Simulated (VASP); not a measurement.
Here is a VASP 6.6.1 calculation.

INCAR

```
SYSTEM = AlN
PREC = Accurate
ENCUT = 520
EDIFF = 1E-6
ISMEAR = 0
SIGMA = 0.05
LREAL = .False.
LASPH = .True.
NELM = 80
ALGO = Normal
ISIF = 2
LWAVE = .False.
LCHARG = .False.
GGA = PS
NBANDS = 26
```

The input KPOINTS:

```
regular mesh
0
Gamma
  6 6 6
  0 0 0
```

Contents of POSCAR:

```
AlN
1.0
    4.3771405283      0.0000000000      0.0000000000
    0.0000000000     -4.3771405283      0.0000000000
    0.0000000000      0.0000000000     -4.3771405283
Al N
4 4
Direct
    0.0000000000      0.0287859161      0.0000000000
    0.5000000000      0.5000000000      0.0000000000
    0.5000000000      0.0000000000      0.5000000000
    0.0000000000      0.5000000000      0.5000000000
    0.7500000000      0.7500000000      0.7500000000
    0.2500000000      0.2500000000      0.7500000000
    0.2500000000      0.7500000000      0.2500000000
    0.7500000000      0.2500000000      0.2500000000
```

Potentials or basis: VASP PAW PBE potentials, release 64 (Al, N).

Launch:

```sh
$ cat potpaw_PBE.64/Al/POTCAR potpaw_PBE.64/N/POTCAR > POTCAR
$ mpirun -np 1 vasp_std > vasp.out
```

**Question.** Estimate the band gap on the k mesh.

**Answer.** 2.76 eV.

**Question.** Estimate the largest force.

**Answer.** 2.574 eV/Å.

**Question.** What does it give for the pressure?

**Answer.** 0.6 GPa.

Forces on the atoms (eV/Å):
```
Al   0.000  2.574  0.000
Al   0.000 -0.599  0.000
Al   0.000  0.414  0.000
Al   0.000 -0.599  0.000
N    0.210 -0.385 -0.210
N    0.385 -0.510  0.385
N   -0.210 -0.385  0.210
N   -0.385 -0.510 -0.385
```

Caveat: the cell differs from its parent crystal (atom 1 (Al) moved by +0.000 Å along [1 1 0] and -0.126 Å along [0 0 1]); the PAW data sets were made with another functional, which shifts forces and pressure a little. A k mesh can miss the band edges.
